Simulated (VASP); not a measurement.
Here is a VASP 6.6.1 calculation.

The input INCAR:

```
SYSTEM = Si6Cl
  ALGO = Normal
  DIPOL = 0.5 0.5 0.294
  EDIFF = 1E-6
  ENCUT = 520
  GGA = PE
  IDIPOL = 3
  ISIF = 2
  ISMEAR = 0
  LASPH = .True.
  LCHARG = .False.
  LDIPOL = .True.
  LREAL = .False.
  LWAVE = .False.
  NBANDS = 44
  NELM = 100
  PREC = Accurate
  SIGMA = 0.05
```

Contents of KPOINTS:

```
k-points
0
Gamma
  4 5 1
  0 0 0
```

Contents of POSCAR:

```
Si6Cl
1.0
    7.7350714036      0.0000000000      0.0000000000
    0.0000000000      5.4695214425      0.0000000000
    0.0000000000      0.0000000000     21.7238418972
Si Cl
12 2
Direct
    0.2500000000      0.0000000000      0.1841294933
    0.7500000000      0.0000000000      0.1841294933
    0.0000000000      0.2500000000      0.1841294933
    0.5000000000      0.2500000000      0.1841294933
    0.0000000000      0.5024402289      0.2710384085
    0.5000000000      0.5024402289      0.2710384085
    0.2500000000      0.7475597711      0.2710384085
    0.7500000000      0.7475597711      0.2710384085
    0.2500000000      0.0098635104      0.3555467736
    0.7500000000      0.0098635104      0.3555467736
    0.0000000000      0.2401364896      0.3555467736
    0.5000000000      0.2401364896      0.3555467736
    0.0000000000      0.8361737260      0.4365637507
    0.0000000000      1.1835532948      0.4365637507
```

Potentials or basis: VASP PAW PBE potentials, release 64 (Si, Cl).

The run is started by

```console
$ cat potpaw_PBE.64/Si/POTCAR potpaw_PBE.64/Cl/POTCAR > POTCAR
$ mpirun -np 1 vasp_std > vasp.out
```

Task: Estimate the largest force.

Result: 13.241 eV/Å.

Task: What does it give for the band gap on the k mesh?

Result: Zero (bands 31 and 32 overlap by 0.08 eV).

Forces in eV/Å, atoms in the order of the input:
```
Si   0.051  0.612  0.146
Si  -0.051  0.612  0.146
Si   0.000 -0.426 -0.048
Si   0.000 -0.596 -0.086
Si   0.000  0.381 -0.474
Si   0.000  0.079 -0.133
Si   0.149 -0.054  0.059
Si  -0.149 -0.054  0.059
Si   1.051 -0.465 -1.331
Si  -1.051 -0.465 -1.331
Si   0.000  1.790 -9.402
Si   0.000  0.107  0.115
Cl   0.000 -8.975  1.336
Cl   0.000  7.453 10.945
```
